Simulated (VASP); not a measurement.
Wanted: the native input for a VASP 6.6.1 run.

```yaml
Task: single point
Functional: r2SCAN
Potentials_or_basis: VASP PAW PBE potentials, release 64 (Pt)
Cutoff: 520 eV
k_mesh: 20 × 20 × 20
Occupations: gaussian, width 0.15 eV
Spin: no spin polarisation
Dipole_correction: no
Further_INCAR_settings: ALGO = Normal; EDIFF = 1e-07; NBANDS = 11
```

The system is Pt.

```
CELL_PARAMETERS angstrom
0.00000 1.90895 1.95790
1.90895 0.00000 1.95790
1.90895 1.90895 0.00000
ATOMIC_POSITIONS crystal
Pt 0.00000 0.00000 0.00000
```

This cell differs from its parent crystal: strain -0.0250 x Voigt [1, 1, 0, 0, 0, 0].

One way to write it, as run:

POSCAR

```
Pt
1.0
    0.0000000000      1.9089525000      1.9579000000
    1.9089525000      0.0000000000      1.9579000000
    1.9089525000      1.9089525000      0.0000000000
Pt
1
Direct
    0.0000000000      0.0000000000      0.0000000000
```

INCAR.step1

```
SYSTEM = Pt
PREC = Accurate
ENCUT = 520
ISMEAR = 0
SIGMA = 0.15
LREAL = .FALSE.
LASPH = .TRUE.
NELM = 80
NBANDS = 11
GGA = PE
ALGO = Normal
EDIFF = 1E-4
LWAVE = .TRUE.
LCHARG = .FALSE.
```

INCAR.step2

```
SYSTEM = Pt
PREC = Accurate
ENCUT = 520
EDIFF = 1E-7
ISMEAR = 0
SIGMA = 0.15
LREAL = .FALSE.
LASPH = .TRUE.
NELM = 80
ALGO = Normal
ISIF = 2
LWAVE = .FALSE.
LCHARG = .FALSE.
METAGGA = R2SCAN
LMIXTAU = .TRUE.
NBANDS = 11
ISTART = 1
```

KPOINTS

```
regular mesh
0
G
  20 20 20
  0 0 0
```

Potentials or basis: VASP PAW PBE potentials, release 64 (Pt).

Launch:

```console
$ cat potpaw_PBE.64/Pt/POTCAR > POTCAR
$ cp INCAR.step1 INCAR
$ mpirun -np 1 vasp_std > vasp.out
$ cp INCAR.step2 INCAR
$ mpirun -np 1 vasp_std > vasp.out
```

It gave:

```yaml
Pressure: 24.0 GPa
Band_gap_on_the_k_mesh: zero (band 5 reaches 12.87 eV, above the bottom of band 6 at 10.09 eV)
```

Caveat: the cell differs from its parent crystal (strain -0.0250 x Voigt [1, 1, 0, 0, 0, 0]); the PAW data sets were made with another functional, which shifts forces and pressure a little; spin-orbit coupling is left out, which moves the levels of the heavy elements.

Wall time 3.1 min on 1 thread of Intel(R) Xeon(R) Platinum 8559C (Emerald Rapids), on a shared host, peak memory 0.21 GiB.
